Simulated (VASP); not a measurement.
A run of VASP 6.6.1 is set up as follows.

File POSCAR:

```
GaAs
1.0
    0.0000000000      2.7276556504      2.9191593687
    2.7276556504      0.0000000000      2.9191593687
    2.7276556504      2.7276556504      0.0000000000
Ga As
1 1
Direct
    0.0000000000      0.0000000000      0.0000000000
    0.2500000000      0.2500000000      0.2500000000
```

INCAR.step1

```
ALGO = Normal
EDIFF = 1E-8
ENCUT = 500
GGA = PS
ISMEAR = 0
LASPH = True
LCHARG = False
LREAL = False
LWAVE = True
NELM = 100
PREC = Accurate
SIGMA = 0.01
```

File INCAR.step2:

```
ALGO = Exact
EDIFF = 1E-8
ENCUT = 500
GGA = PS
ISMEAR = 0
ISTART = 1
LASPH = True
LCHARG = False
LOPTICS = True
LREAL = False
LWAVE = True
NBANDS = 107
NELM = 1
PREC = Accurate
SIGMA = 0.01
```

The input INCAR.step3:

```
ALGO = EVGW0
EDIFF = 1E-8
ENCUT = 500
ENCUTGW = 100.0
GGA = PS
ISMEAR = 0
ISTART = 1
LASPH = True
LCHARG = False
LREAL = False
LWAVE = False
NBANDS = 107
NBANDSGW = 17
NELMGW = 1
NOMEGA = 48
PREC = Accurate
PRECFOCK = Fast
SIGMA = 0.01
```

KPOINTS

```
k-points
0
Gamma
  4 4 4
```

Potentials or basis: VASP PAW PBE potentials, release 64 (Ga_d_GW, As_GW).

Launch:

```sh
$ cat potpaw_PBE.64/Ga_d_GW/POTCAR potpaw_PBE.64/As_GW/POTCAR > POTCAR
$ cp INCAR.step1 INCAR
$ mpirun -np 1 vasp_std > vasp.out
$ cp INCAR.step2 INCAR
$ mpirun -np 1 vasp_std > vasp.out
$ cp INCAR.step3 INCAR
$ mpirun -np 1 vasp_std > vasp.out
```

(1) What does it give for the quasiparticle gap?

(2) Predict the least direct quasiparticle gap.

(3) Predict the band gap on the k mesh, mean-field level.

Answers

(1) 1.29 eV.

(2) 1.52 eV.

(3) 0.54 eV, direct.

Caveat: the k points lie up to 0.49 Å⁻¹ apart; bands, screening cutoff and mesh are small and nothing is extrapolated, so the quasiparticle values aren't converged.
